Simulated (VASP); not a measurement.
# Na (P6_3/mmc) in VASP: notebook, part 2 of 2

VASP 6.6.1.

## (3) Single point, LDA

This run uses another cell than the first one: it holds 2 atoms, not 4.

INCAR

```
SYSTEM = Na
PREC = Accurate
ENCUT = 520
EDIFF = 1E-6
ISMEAR = -1
SIGMA = 0.1
LREAL = .FALSE.
LASPH = .TRUE.
NELM = 100
ALGO = Normal
ISIF = 2
LWAVE = .FALSE.
LCHARG = .FALSE.
GGA = CA
NBANDS = 14
```

KPOINTS

```
regular mesh
0
G
  15 15 8
  0 0 0
```

POSCAR

```
Na
1.0
    2.8880529115      0.0000000000      0.0000000000
   -1.4440264558      2.5011271889      0.0000000000
    0.0000000000      0.0000000000      4.7089105495
Na
2
Direct
    0.3333333333      0.6666666667      0.2500000000
    0.6666666667      0.3333333333      0.7500000000
```

Potentials or basis: VASP PAW LDA potentials, release 64 (Na_pv).

Launch:

```bash
$ cat potpaw_LDA.64/Na_pv/POTCAR > POTCAR
$ mpirun -np 1 vasp_std > vasp.out
```

Run time: 38 s. Hardware: 1 thread of Intel Xeon 8259CL, shared host; peak memory 0.16 GiB.

The run converged. Its results:

| Quantity | Value |
| --- | --- |
| Free energy | -1.6207 eV |
| Pressure | 22.1 GPa |
| Band gap on the k mesh | zero (bands 7 and 8 overlap by 6.54 eV) |

Levels at points of the mesh, in eV from the Fermi level:
| k point | band 3 | band 4 | band 5 | band 6 | band 7 | band 8 | band 9 | band 10 | band 11 | band 12 |
| --- | --- | --- | --- | --- | --- | --- | --- | --- | --- | --- |
| (0.00, 0.00, 0.00) | -25.03 | -24.98 | -24.98 | -24.98 | -5.41 | 0.74 | 1.73 | 14.82 | 14.82 | 15.48 |
| (0.00, 0.00, 0.50) | -25.00 | -25.00 | -25.00 | -25.00 | -3.62 | -3.62 | 8.46 | 8.46 | 15.51 | 15.51 |

Caveat: the cell stands under pressure.

## (4) Single point, LDA

This run uses another cell than the first one: it holds 2 atoms, not 4.

INCAR

```
  ALGO = Normal
  EDIFF = 1E-6
  ENCUT = 520
  ISIF = 2
  ISMEAR = -1
  LASPH = T
  LCHARG = T
  LELF = T
  LREAL = F
  LVHAR = T
  LWAVE = F
  NBANDS = 14
  NELM = 100
  PREC = Accurate
  SIGMA = 0.1
```

KPOINTS

```
k-points
0
Gamma
  15 15 8
```

POSCAR is that of step 3.

Potentials or basis: VASP PAW LDA potentials, release 64 (Na_pv).

Launch:

```bash
$ cat potpaw_LDA.64/Na_pv/POTCAR > POTCAR
$ mpirun -np 1 vasp_std > vasp.out
```

OUTCAR:

```text
EDIFF = 1E-6
   ENCUT = 520
   ISIF = 2
   ISMEAR = -1
   LASPH = T
   LREAL = F
   NELM = 100
   PREC = Accurate

 ion  position               nearest neighbor table
   1  0.333  0.667  0.250-
   2  0.667  0.333  0.750-

  LATTYP: Found a hexagonal cell.
 ALAT       =     2.8880529115
 C/A-ratio  =     1.6304793208

  Lattice vectors:

 A1 = (   2.8880529115,   0.0000000000,   0.0000000000)
 A2 = (  -1.4440264558,   2.5011271889,   0.0000000000)
 A3 = (   0.0000000000,   0.0000000000,   4.7089105495)

Analysis of symmetry for initial positions (statically):
=====================================================================
 Subroutine PRICEL returns:
 Original cell was already a primitive cell.

 Routine SETGRP: Setting up the symmetry group for a
 hexagonal supercell.

 Subroutine GETGRP returns: Found 24 space group operations
 (whereof 12 operations were pure point group operations)
 out of a pool of 24 trial point group operations.

The static configuration has the point symmetry D_3d.
 The point group associated with its full space group is D_6h.
[... 173 lines left out ...]
      3     -21.3405      2.00000
      4     -21.2904      2.00000
      5     -21.2904      2.00000
      6     -21.2903      2.00000
      7      -1.7270      2.00000
      8       4.4218      0.00128
      9       5.4210      0.00000
     10      18.5038      0.00000
     11      18.5038      0.00000
     12      19.1677      0.00000
     13      20.0719      0.00000
     14      20.0719      0.00000
[... 377 lines left out ...]
      1     -21.6429      2.00000
      2     -21.5679      2.00000
      3     -21.4963      2.00000
      4     -21.4886      2.00000
      5     -21.4118      2.00000
      6     -21.4046      2.00000
      7       4.4666      0.00082
      8       5.0880      0.00000
      9       8.4294      0.00000
     10       9.2505      0.00000
     11      10.3089      0.00000
     12      11.5156      0.00000
     13      13.9277      0.00000
     14      15.0530      0.00000

 [... further k-points ...]

------------------------ aborting loop because EDIFF is reached ----------------------------------------

  FORCE on cell =-STRESS in cart. coord.  units (eV):
  Direction    XX          YY          ZZ          XY          YZ          ZX
  --------------------------------------------------------------------------------------
  -------------------------------------------------------------------------------------
  Total        4.6881621      4.6881621      4.6879919     -0.0000000      0.0000000      0.0000000
  in kB      220.8268321    220.8268321    220.8188140     -0.0000000      0.0000000      0.0000000
  external PRESSURE =     220.8241594 kB  Pullay stress =       0.0000000 kB

 VOLUME and BASIS-vectors are now :
 -----------------------------------------------------------------------------
  energy-cutoff  :      520.00
  volume of cell :       34.01
      direct lattice vectors                 reciprocal lattice vectors
     2.888052911  0.000000000  0.000000000     0.346254044  0.199909866  0.000000000
    -1.444026456  2.501127189  0.000000000     0.000000000  0.399819731  0.000000000
     0.000000000  0.000000000  4.708910549     0.000000000  0.000000000  0.212363346

 POSITION                                       TOTAL-FORCE (eV/Angst)
 -----------------------------------------------------------------------------------
     -0.00000      1.66742      1.17723        -0.000000     -0.000000     -0.000000
      1.44403      0.83371      3.53168         0.000000      0.000000      0.000000
 -----------------------------------------------------------------------------------
    total drift:                               -0.000000      0.000000      0.000000

  FREE ENERGIE OF THE ION-ELECTRON SYSTEM (eV)
  ---------------------------------------------------
  free  energy   TOTEN  =        -1.6207480092 eV

  energy  without entropy=       -1.5978451123  energy(sigma->0) =       -1.60929656
```

stdout:

```text
POSCAR found type information on POSCAR Na
 POSCAR found :  1 types and       2 ions
 scaLAPACK will be used
 LDA part: xc-table for (Slater(with rela. corr.)+CA(PZ))
 , standard interpolation
 POSCAR, INCAR and KPOINTS ok, starting setup
 FFT: planning ... GRIDC
 FFT: planning ... GRID_SOFT
 FFT: planning ... GRID
 WAVECAR not read
 entering main loop
```

Wall time 36 s (1 thread of Intel Xeon 8259CL, shared host); peak memory 0.16 GiB.

Results:

```yaml
Free_energy: -1.6207 eV
Pressure: 22.1 GPa
Band_gap_on_the_k_mesh: zero (bands 7 and 8 overlap by 6.54 eV)
```

Levels at points of the mesh, in eV from the Fermi level:
| k point | band 5 | band 6 | band 7 | band 8 | band 9 | band 10 |
| --- | --- | --- | --- | --- | --- | --- |
| (0.00, 0.00, 0.00) | -24.98 | -24.98 | -5.41 | 0.74 | 1.73 | 14.82 |
| (0.00, 0.00, 0.50) | -25.00 | -25.00 | -3.62 | -3.62 | 8.46 | 8.46 |

Caveat: the cell stands under pressure.
